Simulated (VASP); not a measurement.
# Pd (P6/mmm) in VASP: relaxation of cell and atoms with r2SCAN

Aim: the relaxation of cell and atoms of Pd with r2SCAN.

Everything below comes from runs of VASP 6.6.1. Logs are shortened: lines on timing, memory, paths and dates and some standing lists are left out, and cuts for length are marked.

## 1. The cell of the first run

Symmetry: P6/mmm, No. 191, hexagonal system. The conventional cell has a = 4.453 Å, b = 4.453 Å, c = 2.667 Å, α = 90.00°, β = 90.00°, γ = 120.00°. Within 3.5 Å of Pd (site symmetry 6/mmm) lie 14 Pd at 2.67 to 2.90 Å. Pd (site symmetry -6m2) has 11 Pd at 2.57 to 2.90 Å within 3.4 Å.

This isn't the form of Pd at room conditions, which is fcc.

## 2. Relaxation of cell and atoms, r2SCAN

Contents of POSCAR:

```
Pd
1.0
    4.4534812629      0.0000000000      0.0000000000
   -2.2267406315      3.8568279090      0.0000000000
    0.0000000000      0.0000000000      2.6674552684
Pd
3
Direct
    0.0000000000      0.0000000000      0.0000000000
    0.3333333333      0.6666666667      0.5000000000
    0.6666666667      0.3333333333      0.5000000000
```

Contents of INCAR.step1:

```
ALGO = Normal ; EDIFF = 1E-5
EDIFFG = -0.005 ; ENCUT = 550
GGA = PE ; GGA_COMPAT = False
IBRION = 2 ; ISIF = 3
ISMEAR = 0 ; LASPH = True
LCHARG = False ; LREAL = False
LWAVE = True ; NELM = 120
NELMIN = 4 ; NSW = 100
PREC = Accurate ; SIGMA = 0.1
```

Contents of INCAR.step2:

```
ALGO = Normal ; EDIFF = 1E-7
EDIFFG = -0.01 ; ENCUT = 550
GGA_COMPAT = False ; IBRION = 2
ISIF = 3 ; ISMEAR = 0
ISTART = 1 ; LASPH = True
LCHARG = False ; LMIXTAU = True
LREAL = False ; LWAVE = False
METAGGA = R2SCAN ; NELM = 120
NELMIN = 4 ; NSW = 100
PREC = Accurate ; SIGMA = 0.1
```

Contents of KPOINTS:

```
k-points
0
Gamma
  12 12 18
```

Potentials or basis: VASP PAW PBE potentials, release 64 (Pd).

The run is started by

```bash
$ cat potpaw_PBE.64/Pd/POTCAR > POTCAR
$ cp INCAR.step1 INCAR
$ mpirun -np 1 vasp_std > vasp.out
$ cp INCAR.step2 INCAR
$ mpirun -np 1 vasp_std > vasp.out
```

OUTCAR:

```text
EDIFF = 1E-7
   EDIFFG = -0.01
   ENCUT = 550
   IBRION = 2
   ISIF = 3
   ISMEAR = 0
   ISTART = 1
   LASPH = True
   LREAL = False
   METAGGA = R2SCAN
   NELM = 120
   NELMIN = 4
   NSW = 100
   PREC = Accurate

 ion  position               nearest neighbor table
   1  0.000  0.000  0.000-   2 2.90   3 2.90   2 2.90   3 2.90   3 2.90   3 2.90   2 2.90   2 2.90
                             3 2.90   3 2.90   2 2.90   2 2.90
   2  0.333  0.667  0.500-   3 2.57   3 2.57   3 2.57   1 2.90   1 2.90   1 2.90   1 2.90   1 2.90
                             1 2.90
   3  0.667  0.333  0.500-   2 2.57   2 2.57   2 2.57   1 2.90   1 2.90   1 2.90   1 2.90   1 2.90
                             1 2.90

  LATTYP: Found a hexagonal cell.
 ALAT       =     4.4534812629
 C/A-ratio  =     0.5989595804

  Lattice vectors:

 A1 = (   4.4534812629,   0.0000000000,   0.0000000000)
 A2 = (  -2.2267406315,   3.8568279090,   0.0000000000)
 A3 = (   0.0000000000,   0.0000000000,   2.6674552684)

Analysis of symmetry for initial positions (statically):
=====================================================================
 Subroutine PRICEL returns:
 Original cell was already a primitive cell.

 Routine SETGRP: Setting up the symmetry group for a
 hexagonal supercell.

 Subroutine GETGRP returns: Found 24 space group operations
 (whereof 24 operations were pure point group operations)
 out of a pool of 24 trial point group operations.

The static configuration has the point symmetry D_6h.

Analysis of symmetry for dynamics (positions and initial velocities):
=====================================================================
 Subroutine PRICEL returns:
 Original cell was already a primitive cell.

 Routine SETGRP: Setting up the symmetry group for a
 hexagonal supercell.

 Subroutine GETGRP returns: Found 24 space group operations
 (whereof 24 operations were pure point group operations)
 out of a pool of 24 trial point group operations.

The dynamic configuration has the point symmetry D_6h.

 Subroutine INISYM returns: Found 24 space group operations
 (whereof 24 operations are pure point group operations),
 and found     1 'primitive' translations

----------------------------------------------------------------------------------------

                                     Primitive cell

  volume of cell :      45.8170
[... 99 lines left out ...]
   POTIM  = 0.5000    time-step for ionic-motion
   TEBEG  =    0.0;   TEEND  =   0.0 temperature during run
   PSTRESS=    0.0 pullay stress
   NELECT =      30.0000    total number of electrons
   NUPDOWN=      -1.0000    fix difference up-down
   EMIN   =  10.00;   EMAX   =-10.00  energy-range for DOS
   EFERMI =   0.00;   METHOD = LEGACY
   ISMEAR =     0;   SIGMA  =   0.10  broadening in eV -4-tet -1-fermi 0-gaus
   EFERMI_NEDOS =   21; number of points for ismear=-14 and -15
   IALGO  =     38    algorithm
   IMIX   =      4    mixing-type and parameters
     AMIX     =   0.40;   BMIX     =  1.00
     AMIX_MAG =   1.60;   BMIX_MAG =  1.00
  volume/ion in A,a.u.               =      15.27       103.06
  Fermi-wavevector in a.u.,A,eV,Ry     =   1.421585  2.686407 27.496076  2.020905
  Thomas-Fermi vector in A             =   2.542379
   LORBIT       =      0    0 simple, 1 ext, 2 COOP (PROOUT), +10 PAW based schemes
   METAGGA = R2SCAN    functional components
   LHFCALC =     F    Hartree Fock is set to
   AEXX    =    0.0000 exact exchange contribution
   IVDW    =     0    specifies the selected vdW correction
   LEPSILON=     F    determine dielectric tensor
   LRPA    =     F    only Hartree local field effects (RPA)
 conjugate gradient relaxation of ions
 non-spin polarized calculation
 Gauss-broadening in eV      SIGMA  =   0.10
  energy-cutoff  :      550.00
  volume of cell :       45.82
 maximum number of plane-waves:      1378
 NGX is ok and might be reduce to    36
   NGX = 17   NGY = 17   NGZ = 11

--------------------------------------- Ionic step        1  -------------------------------------------

 number of electron      29.9999986 magnetization

 Free energy of the ion-electron system (eV)
  ---------------------------------------------------
  ext. energy  EPLUGINS =         0.00000000
  ---------------------------------------------------
  free energy    TOTEN  =       -68.52446737 eV

  energy without entropy =      -68.48818196  energy(sigma->0) =      -68.50632466

------------------------ aborting loop because EDIFF is reached ----------------------------------------

  FORCE on cell =-STRESS in cart. coord.  units (eV):
  Direction    XX          YY          ZZ          XY          YZ          ZX
  --------------------------------------------------------------------------------------
  -------------------------------------------------------------------------------------
  Total        0.4042383      0.4042383     -0.4615479     -0.0000000     -0.0000000      0.0000000
  in kB       14.1358213     14.1358213    -16.1398805     -0.0000000     -0.0000000      0.0000000
  external PRESSURE =       4.0439207 kB  Pullay stress =       0.0000000 kB
[... 135 lines left out ...]
--------------------------------------- Ionic step        5  -------------------------------------------

 number of electron      29.9999984 magnetization

 Free energy of the ion-electron system (eV)
  ---------------------------------------------------
  ext. energy  EPLUGINS =         0.00000000
  ---------------------------------------------------
  free energy    TOTEN  =       -68.52798328 eV

  energy without entropy =      -68.49353930  energy(sigma->0) =      -68.51076129

 E-fermi :   9.0082     XC(G=0): -13.8321

 val. band max:        9.0074341966   @ k =   0.4167   0.0833   0.0000
 cond. band min:       9.0115649321   @ k =   0.2500   0.0833   0.3333
 fundamental gap:      0.0041307355
 Fermi energy:         9.0081968659

 k-point     1 :       0.0000    0.0000    0.0000
  band No.  band energies     occupation
      1       2.1340      2.00000
      2       3.9185      2.00000
      3       5.3997      2.00000
      4       5.8047      2.00000
      5       5.8533      2.00000
      6       5.8533      2.00000
[... 505 lines left out ...]
      6       5.5552      2.00000
[... 11 lines left out ...]
     18      12.2726      0.00000
     19      16.8119      0.00000

 [... further k-points ...]

------------------------ aborting loop because EDIFF is reached ----------------------------------------

  FORCE on cell =-STRESS in cart. coord.  units (eV):
  Direction    XX          YY          ZZ          XY          YZ          ZX
  --------------------------------------------------------------------------------------
  -------------------------------------------------------------------------------------
  Total        0.0025675      0.0025675      0.0083158     -0.0000000     -0.0000000     -0.0000000
  in kB        0.0895917      0.0895917      0.2901742     -0.0000000     -0.0000000     -0.0000000
  external PRESSURE =       0.1564526 kB  Pullay stress =       0.0000000 kB
[... 18 lines left out ...]
  FREE ENERGIE OF THE ION-ELECTRON SYSTEM (eV)
  ---------------------------------------------------
  free  energy   TOTEN  =       -68.5279832779 eV

  energy  without entropy=      -68.4935393046  energy(sigma->0) =      -68.51076129

 reached required accuracy - stopping structural energy minimisation
```

OUTCAR.step1:

```text
EDIFF = 1E-5
   EDIFFG = -0.005
   ENCUT = 550
   GGA = PE
   IBRION = 2
   ISIF = 3
   ISMEAR = 0
   LASPH = True
   LREAL = False
[... 1012 lines left out ...]
  -------------------------------------------------------------------------------------
  Total       -0.0128035     -0.0128035     -0.0141631      0.0000000      0.0000000      0.0000000
  in kB       -0.4371191     -0.4371191     -0.4835381      0.0000000      0.0000000      0.0000000
  external PRESSURE =      -0.4525921 kB  Pullay stress =       0.0000000 kB
[... 18 lines left out ...]
  FREE ENERGIE OF THE ION-ELECTRON SYSTEM (eV)
  ---------------------------------------------------
  free  energy   TOTEN  =       -15.3427883760 eV

  energy  without entropy=      -15.3037983791  energy(sigma->0) =      -15.32329338

 reached required accuracy - stopping structural energy minimisation
```

It took 64 min on 1 thread of Oxide Virtual Turin-like, shared host; peak memory 0.26 GiB.

What came out:

- Free energy: -68.5280 eV
- Relaxed volume: 15.31 Å³/atom
- Relaxed cell: a = 4.474 Å, b = 4.474 Å, c = 2.649 Å, α = 90.00°, β = 90.00°, γ = 120.00°
- Space group after relaxing (to 0.1 Å): P6/mmm (No. 191)
- Energy gained by relaxing: 1.2 meV/atom
- Ionic steps: 5
- Pressure after relaxing: 0.0 GPa
- Band gap on the k mesh: zero (bands 15 and 16 overlap by 1.01 eV)

The path:
| step | energy change (eV) | largest force (eV/Å) | pressure (GPa) | volume (Å³) |
| --- | --- | --- | --- | --- |
| 1 | 0.0000 | 0.0000 | 0.40 | 45.82 |
| 2 | -0.0031 | 0.0000 | -0.56 | 46.07 |
| 3 | -0.0034 | 0.0000 | -0.36 | 46.02 |
| 4 | -0.0034 | 0.0000 | 0.43 | 45.81 |
| 5 | -0.0035 | 0.0000 | 0.02 | 45.92 |

Final structure:
```yaml
crystal:
  lattice:
    - [4.47417, 0.00000, 0.00000]
    - [-2.23709, 3.87475, 0.00000]
    - [0.00000, 0.00000, 2.64851]
  atoms:
    - { symbol: Pd, position: [0.00000, 0.00000, 0.00000] }
    - { symbol: Pd, position: [0.33333, 0.66667, 0.50000] }
    - { symbol: Pd, position: [0.66667, 0.33333, 0.50000] }
```

Levels at points of the mesh, in eV from the Fermi level:
```tsv
k point	band 13	band 14	band 15	band 16	band 17	band 18
(0.00, 0.00, 0.00)	-1.41	-1.41	0.12	0.12	7.79	7.79
(0.50, 0.00, 0.00)	-0.38	-0.35	-0.26	-0.01	0.21	1.61
(0.00, 0.00, 0.50)	-0.18	-0.18	0.79	2.64	3.48	9.89
(0.50, 0.00, 0.50)	-0.45	0.16	0.47	3.25	3.54	6.88
```

Caveat: the PAW data sets were made with another functional, which shifts forces and pressure a little.
